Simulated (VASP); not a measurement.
A run of VASP 6.6.1 is set up as follows.

File INCAR:

```
SYSTEM = CoSn2
PREC = Accurate ; ENCUT = 520
EDIFF = 1E-7 ; ISMEAR = 0
SIGMA = 0.1 ; LREAL = .FALSE.
LASPH = .TRUE. ; NELM = 60
ALGO = Fast ; ISIF = 2
LWAVE = .FALSE. ; LCHARG = .FALSE.
GGA = PS ; NBANDS = 46
```

File KPOINTS:

```
Automatic mesh
0
G
  2 2 2
  0 0 0
```

The input POSCAR:

```
CoSn2
1.0
   -3.1694324597      3.1694324597      2.6363547362
    3.1694324597     -3.1694324597      2.6363547362
    3.1694324597      3.1694324597     -2.6363547362
Co Sn
2 4
Direct
    0.2500000000      0.2500000000      0.0000000000
    0.7500000000      0.7500000000      0.0000000000
    0.6694817071      0.1694817071      0.8389634141
    0.1694817071      0.3305182929      0.5000000000
    0.3305182929      0.8305182929      0.1610365859
    0.8305182929      0.6694817071      0.5000000000
```

Potentials or basis: VASP PAW PBE potentials, release 64 (Co, Sn_d).

Run with:

```bash
$ cat potpaw_PBE.64/Co/POTCAR potpaw_PBE.64/Sn_d/POTCAR > POTCAR
$ mpirun -np 1 vasp_std > vasp.out
```

Q: Estimate the band gap on the k mesh.

A: Zero (band 37 reaches 11.42 eV, above the bottom of band 38 at 10.57 eV).

Q: What does it give for the pressure?

A: -0.1 GPa.

Caveat: the k points lie up to 0.78 Å⁻¹ apart; the PAW data sets were made with another functional, which shifts forces and pressure a little; spin-orbit coupling is left out, which moves the levels of the heavy elements. Spin polarisation is off, so any magnetic state and its effect on volume and gap are missing.
